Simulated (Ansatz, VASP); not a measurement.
# ZnPt: VASP beside Ansatz

```
Zn Pt
1.0
     2.88297    0.00000    0.00000
     0.00000    2.88297    0.00000
     0.00000    0.00000    3.53325
Zn Pt
1 1
Direct
  0.50000 0.50000 0.50000
  0.00000 0.00000 0.00000
```

Change from the starting cell: volume scaled by 1.02, crystal datasets.

Alike in both runs: task electric field gradients; functional PBEsol; k mesh 11 × 11 × 9; occupations fermi-dirac, width 0.05 eV; no spin polarisation.

|  | VASP | Ansatz |
| --- | --- | --- |
| version | VASP 6.6.1 | Ansatz 0.2.0 |
| potentials or method | VASP PAW PBE potentials, release 64 (Zn, Pt), cutoff 520 eV | all-electron PAW with datasets made for the crystal, scalar-relativistic |

Ansatz gave:

* pressure (GPa): -9.1
* traceless stress, the component that is largest in VASP (GPa): 0.12
* size of Vzz on the site where it differs most (V/Å²): 163.1

Question: Estimate VASP's values.

Answer: Pressure (GPa): -8.7; traceless stress, the component that is largest in VASP (GPa): 0.18; size of Vzz on the site where it differs most (V/Å²): 179.5.

VASP's potentials were made for PBE, not for PBEsol. Ansatz ran all-electron here, and VASP with PAW potentials.

Neither program's run includes spin-orbit coupling.
